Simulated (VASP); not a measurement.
ZrC7, 8 atoms in the cell. The structure is cubic, space group P-43m (No. 215). Conventional cell: a = 5.174 Å, b = 5.174 Å, c = 5.174 Å, α = 90.00°, β = 90.00°, γ = 90.00°. Zr (site symmetry -43m) has 4 C at 2.26 Å within 3.0 Å. C (site symmetry 3m) has 3 C at 2.23 Å and 1 Zr at 2.26 Å within 3.0 Å. C (site symmetry -42m) has 4 C at 2.23 Å within 3.0 Å. 

| Property | Result |
| --- | --- |
| Program | VASP 6.6.1 |
| Task | relaxation of cell and atoms |
| Functional | PBE |
| Potentials or basis | VASP PAW PBE potentials, release 64 (Zr_sv, C) |
| Cutoff | 600 eV |
| k mesh | 4 × 4 × 4 |
| Occupations | gaussian, width 0.1 eV |
| Spin | no spin polarisation |
| Dipole correction | no |
| Further INCAR settings | ALGO = Normal; EDIFF = 1e-07; IBRION = 2; EDIFFG = -0.04; NSW = 90; ISIF = 3 |

Potentials or basis: VASP PAW PBE potentials, release 64 (Zr_sv, C).

Command:

```sh
$ cat potpaw_PBE.64/Zr_sv/POTCAR potpaw_PBE.64/C/POTCAR > POTCAR
$ mpirun -np 1 vasp_std > vasp.out
```

Hardware: 1 thread of AMD EPYC 7R13 Processor (Zen 3), with other jobs on the host.

**Question.** Estimate the wall time of this run.

**Answer.** Wall time 5.1 min on 1 thread of AMD EPYC 7R13 Processor (Zen 3), on a shared host, peak memory 0.26 GiB. Counts: scf iterations 108, k points 10, ion steps 9.
